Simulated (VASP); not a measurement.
# C (R-3m) in VASP: a series of runs

The runs below take C through electric field gradients, with LDA.

All numbers are computed with VASP 6.6.1; they aren't measurements. Logs are shortened: lines on timing, memory, paths and dates and some standing lists are left out, and cuts for length are marked.

### 1 The cell of the first run

Symmetry: R-3m, No. 166, trigonal system. The conventional cell has a = 2.547 Å, b = 2.547 Å, c = 6.054 Å, α = 90.00°, β = 90.00°, γ = 120.00°. Within 2.0 Å of C (site symmetry 3m) lie 4 C at 1.51 to 1.55 Å.

### 2 Electric field gradients, LDA (equal xy, yz and zx shear strains of -2 %)

INCAR

```
SYSTEM = C
PREC = Accurate
ENCUT = 520
EDIFF = 1E-8
ISMEAR = -1
SIGMA = 0.03
LREAL = .FALSE.
LASPH = .TRUE.
NELM = 80
ALGO = Normal
ISIF = 2
LWAVE = .FALSE.
LCHARG = .FALSE.
LEFG = .TRUE.
NBANDS = 11
```

KPOINTS

```
Automatic mesh
0
G
  16 16 16
  0 0 0
```

POSCAR

```
C
1.0
   -0.0356680000      1.7655660000      1.7655660000
    1.7655660000     -0.0356680000      1.7655660000
    1.7655660000      1.7655660000     -0.0356680000
C
2
Direct
    0.5000000000      0.5000000000      0.5000000000
    0.7500000000      0.7500000000      0.7500000000
```

Potentials or basis: VASP PAW LDA potentials, release 64 (C).

On the command line:

```
$ cat potpaw_LDA.64/C/POTCAR > POTCAR
$ mpirun -np 1 vasp_std > vasp.out
```

OUTCAR:

```text
SYSTEM = C
   PREC = Accurate
   ENCUT = 520
   EDIFF = 1E-8
   ISMEAR = -1
   LREAL = .FALSE.
   LASPH = .TRUE.
   NELM = 80
   ISIF = 2

 ion  position               nearest neighbor table
   1  0.500  0.500  0.500-   2 1.51   2 1.55   2 1.55   2 1.55
   2  0.750  0.750  0.750-   1 1.51   1 1.55   1 1.55   1 1.55

  LATTYP: Found a trigonal (rhomboedric) cell.
 ALAT       =     2.4971421279
 COS(alpha) =     0.4797000918

  Lattice vectors:

 A1 = (  -0.0356680000,   1.7655660000,   1.7655660000)
 A2 = (   1.7655660000,  -0.0356680000,   1.7655660000)
 A3 = (   1.7655660000,   1.7655660000,  -0.0356680000)

Analysis of symmetry for initial positions (statically):
=====================================================================
 Subroutine PRICEL returns:
 Original cell was already a primitive cell.

 Routine SETGRP: Setting up the symmetry group for a
 trigonal (rhombohedral) supercell.

 Subroutine GETGRP returns: Found 12 space group operations
 (whereof  6 operations were pure point group operations)
 out of a pool of 12 trial point group operations.

The static configuration has the point symmetry C_3v.
 The point group associated with its full space group is D_3d.

Analysis of symmetry for dynamics (positions and initial velocities):
=====================================================================
 Subroutine PRICEL returns:
 Original cell was already a primitive cell.

 Routine SETGRP: Setting up the symmetry group for a
 trigonal (rhombohedral) supercell.

 Subroutine GETGRP returns: Found 12 space group operations
 (whereof  6 operations were pure point group operations)
 out of a pool of 12 trial point group operations.

The dynamic configuration has the point symmetry C_3v.
 The point group associated with its full space group is D_3d.

 Subroutine INISYM returns: Found 12 space group operations
 (whereof  6 operations are pure point group operations),
 and found     1 'primitive' translations

----------------------------------------------------------------------------------------

                                     Primitive cell

  volume of cell :      11.3408

  direct lattice vectors                    reciprocal lattice vectors
    -0.035668000  1.765566000  1.765566000    -0.274754951  0.280420001  0.280420001
     1.765566000 -0.035668000  1.765566000     0.280420001 -0.274754951  0.280420001
     1.765566000  1.765566000 -0.035668000     0.280420001  0.280420001 -0.274754951

  length of vectors
     2.497142128  2.497142128  2.497142128     0.482453145  0.482453145  0.482453145

  position of ions in fractional coordinates (direct lattice)
     0.500000000  0.500000000  0.500000000
     0.750000000  0.750000000  0.750000000

  ion indices of the primitive-cell ions
   primitive index   ion index
                 1           1
                 2           2

----------------------------------------------------------------------------------------

 KPOINTS: Automatic mesh

Automatic generation of k-mesh.
 Grid dimensions read from file:
 generate k-points for:   16   16   16

 Generating k-lattice:

  Cartesian coordinates                     Fractional coordinates (reciprocal lattice)
    -0.017172184  0.017526250  0.017526250     0.062500000 -0.000000000 -0.000000000
     0.017526250 -0.017172184  0.017526250    -0.000000000  0.062500000 -0.000000000
     0.017526250  0.017526250 -0.017172184    -0.000000000 -0.000000000  0.062500000

  Length of vectors
     0.030153322  0.030153322  0.030153322

  Shift w.r.t. Gamma in fractional coordinates (k-lattice)
     0.000000000  0.000000000  0.000000000

 Subroutine IBZKPT returns following result:
 ===========================================

 Found    417 irreducible k-points:

 Following reciprocal coordinates:
            Coordinates               Weight
  0.000000  0.000000  0.000000      1.000000
  0.062500  0.000000  0.000000      6.000000
  0.125000  0.000000  0.000000      6.000000
  0.187500  0.000000 -0.000000      6.000000
  0.250000  0.000000  0.000000      6.000000
  0.312500  0.000000  0.000000      6.000000
[... 16 lines left out ...]
 -0.125000  0.062500  0.000000     12.000000
 -0.062500  0.062500  0.000000      6.000000
 [... further k-points ...]
   k-points           NKPTS =    417   k-points in BZ     NKDIM =    417   number of bands    NBANDS=     11
   number of dos      NEDOS =    301   number of ions     NIONS =      2
   total plane-waves  NPLWV =   8000
   dimension x,y,z NGX =    20 NGY =   20 NGZ =   20
   dimension x,y,z NGXF=    40 NGYF=   40 NGZF=   40
   ions per type =               2
   NGX,Y,Z   is equivalent  to a cutoff of  13.31, 13.31, 13.31 a.u.
   NGXF,Y,Z  is equivalent  to a cutoff of  26.63, 26.63, 26.63 a.u.
 SYSTEM =  C
   PREC   = accura    normal or accurate (medium, high low for compatibility)
   ISTART =      0    job   : 0-new  1-cont  2-samecut
   ICHARG =      2    charge: 1-file 2-atom 10-const
   ISPIN  =      1    spin polarized calculation?
   LNONCOLLINEAR =      F non collinear calculations
   LSORBIT =      F    spin-orbit coupling
   LASPH  =      T    aspherical Exc in radial PAW
   ENCUT  =  520.0 eV  38.22 Ry    6.18 a.u.   4.64  4.64  4.64*2*pi/ulx,y,z
   NELM   =     80;   NELMIN=  2; NELMDL= -5     # of ELM steps
   EDIFF  = 0.1E-07   stopping-criterion for ELM
   LREAL  =      F    real-space projection
   EDIFFG = 0.1E-06   stopping-criterion for IOM
   NSW    =      0    number of steps for IOM
   IBRION =     -1    ionic relax: 0-MD 1-quasi-New 2-CG
   NFREE  =      0    steps in history (QN), initial steepest desc. (CG)
   ISIF   =      2    stress and relaxation
   ISYM   =      2    0-nonsym 1-usesym 2-fastsym
   POTIM  = 0.5000    time-step for ionic-motion
   TEBEG  =    0.0;   TEEND  =   0.0 temperature during run
   PSTRESS=    0.0 pullay stress
   NELECT =       8.0000    total number of electrons
   NUPDOWN=      -1.0000    fix difference up-down
   EMIN   =  10.00;   EMAX   =-10.00  energy-range for DOS
   EFERMI =   0.00;   METHOD = LEGACY
   ISMEAR =    -1;   SIGMA  =   0.03  broadening in eV -4-tet -1-fermi 0-gaus
   EFERMI_NEDOS =   21; number of points for ismear=-14 and -15
   IALGO  =     38    algorithm
   IMIX   =      4    mixing-type and parameters
     AMIX     =   0.40;   BMIX     =  1.00
     AMIX_MAG =   1.60;   BMIX_MAG =  1.00
  volume/ion in A,a.u.               =       5.67        38.27
  Fermi-wavevector in a.u.,A,eV,Ry     =   1.457325  2.753945 28.896007  2.123797
  Thomas-Fermi vector in A             =   2.574140
   LORBIT       =      0    0 simple, 1 ext, 2 COOP (PROOUT), +10 PAW based schemes
   GGA     = CA    functional components
   LHFCALC =     F    Hartree Fock is set to
   AEXX    =    0.0000 exact exchange contribution
   IVDW    =     0    specifies the selected vdW correction
   LEPSILON=     F    determine dielectric tensor
   LRPA    =     F    only Hartree local field effects (RPA)
 non-spin polarized calculation
  energy-cutoff  :      520.00
  volume of cell :       11.34
 maximum number of plane-waves:       319
   NGX =  9   NGY =  9   NGZ =  9

 number of electron       7.9999999 magnetization

 Free energy of the ion-electron system (eV)
  ---------------------------------------------------
  ext. energy  EPLUGINS =         0.00000000
  ---------------------------------------------------
  free energy    TOTEN  =       -20.21110078 eV

  energy without entropy =      -20.21110078  energy(sigma->0) =      -20.21110078

 E-fermi :  10.2222     XC(G=0): -13.5005

 val. band max:        9.7326229501   @ k =   0.0000   0.0000   0.0000
 cond. band min:      13.7811990742   @ k =   0.3750   0.3750  -0.0000
 fundamental gap:      4.0485761241
 Fermi energy:        10.2221856284

 k-point     1 :       0.0000    0.0000    0.0000
  band No.  band energies     occupation
      1     -11.5985      2.00000
      2       9.7059      2.00000
      3       9.7326      2.00000
      4       9.7326      2.00000
      5      14.9645      0.00000
      6      14.9645      0.00000
      7      15.8209      0.00000
      8      23.3817      0.00000
      9      28.7543      0.00000
     10      36.3782      0.00000
     11      36.3782      0.00000
[... 309 lines left out ...]
 k-point    24 :      -0.0625    0.0625    0.0000
  band No.  band energies     occupation
      1     -11.3164      2.00000
      2       8.3276      2.00000
      3       8.5889      2.00000
      4       9.5387      2.00000
      5      15.6020      0.00000
      6      15.8847      0.00000
      7      16.6269      0.00000
      8      23.5304      0.00000
      9      29.1703      0.00000
     10      33.0797      0.00000
     11      34.0553      0.00000

 [... further k-points ...]

------------------------ aborting loop because EDIFF is reached ----------------------------------------

  FORCE on cell =-STRESS in cart. coord.  units (eV):
  Direction    XX          YY          ZZ          XY          YZ          ZX
  --------------------------------------------------------------------------------------
  -------------------------------------------------------------------------------------
  Total       -0.7791064     -0.7791064     -0.7791064      0.8136950      0.8136950      0.8136950
  in kB     -110.0683020   -110.0683020   -110.0683020    114.9548023    114.9548023    114.9548023
  external PRESSURE =    -110.0683020 kB  Pullay stress =       0.0000000 kB

 VOLUME and BASIS-vectors are now :
 -----------------------------------------------------------------------------
  energy-cutoff  :      520.00
  volume of cell :       11.34
      direct lattice vectors                 reciprocal lattice vectors
    -0.035668000  1.765566000  1.765566000    -0.274754951  0.280420001  0.280420001
     1.765566000 -0.035668000  1.765566000     0.280420001 -0.274754951  0.280420001
     1.765566000  1.765566000 -0.035668000     0.280420001  0.280420001 -0.274754951

 POSITION                                       TOTAL-FORCE (eV/Angst)
 -----------------------------------------------------------------------------------
      1.74773      1.74773      1.74773        -0.088106     -0.088106     -0.088106
      2.62160      2.62160      2.62160         0.088106      0.088106      0.088106
 -----------------------------------------------------------------------------------
    total drift:                                0.000000     -0.000000      0.000000

  FREE ENERGIE OF THE ION-ELECTRON SYSTEM (eV)
  ---------------------------------------------------
  free  energy   TOTEN  =       -20.2111007834 eV

  energy  without entropy=      -20.2111007833  energy(sigma->0) =      -20.21110078

 Electric field gradients (V/A^2)
---------------------------------------------------------------------
 ion       V_xx      V_yy      V_zz      V_xy      V_xz      V_yz
---------------------------------------------------------------------
   1      -0.000     0.000    -0.000    -2.247    -2.247    -2.247
   2      -0.000    -0.000    -0.000    -2.247    -2.247    -2.247
---------------------------------------------------------------------

 Electric field gradients after diagonalization (V/A^2)
 (convention: |V_zz| > |V_xx| > |V_yy|)
----------------------------------------------------------------------
 ion       V_xx      V_yy      V_zz     asymmetry (V_yy - V_xx)/ V_zz
----------------------------------------------------------------------
   1       2.247     2.247    -4.495       0.000
   2       2.247     2.247    -4.495       0.000
----------------------------------------------------------------------

           NMR quadrupolar parameters

 Cq : quadrupolar parameter    Cq=e*Q*V_zz/h
 eta: asymmetry parameters     (V_yy - V_xx)/ V_zz
 Q  : nuclear electric quadrupole moment in mb (millibarn)
----------------------------------------------------------------------
 ion       Cq(MHz)       eta       Q (mb)
----------------------------------------------------------------------
   1      -0.011       0.000       1.000
   2      -0.011       0.000       1.000
----------------------------------------------------------------------
```

Run time: 71 s. Hardware: 1 thread of Intel Xeon 8259CL, shared host; peak memory 0.15 GiB.

What came out:

* Free energy: -20.2111 eV
* Pressure: -11.0 GPa
* Largest force: 0.153 eV/Å
* Band gap on the k mesh: 4.05 eV (least direct gap 5.23 eV)
* Largest electric field gradient by atom: C -4.5 V/Å²

Forces on the atoms (eV/Å):
```
C   -0.088 -0.088 -0.088
C    0.088  0.088  0.088
```

Stress tensor (GPa, compression positive):
```
-11.01  11.50  11.50
 11.50 -11.01  11.50
 11.50  11.50 -11.01
```

Electric field gradients, principal values (V/Å²):
```
atom  least  middle  greatest (by size)
 1 C  2.247   2.247              -4.495
 2 C  2.247   2.247              -4.495
```

Caveat: the cell differs from its parent crystal (equal xy, yz and zx shear strains of -2 %); the cell stands under tension; without QUAD_EFG the Cq values of the log hold for a quadrupole moment of 1 mb, not for the nuclei. A k mesh can miss the band edges.

(Continued in part 2 of 2.)
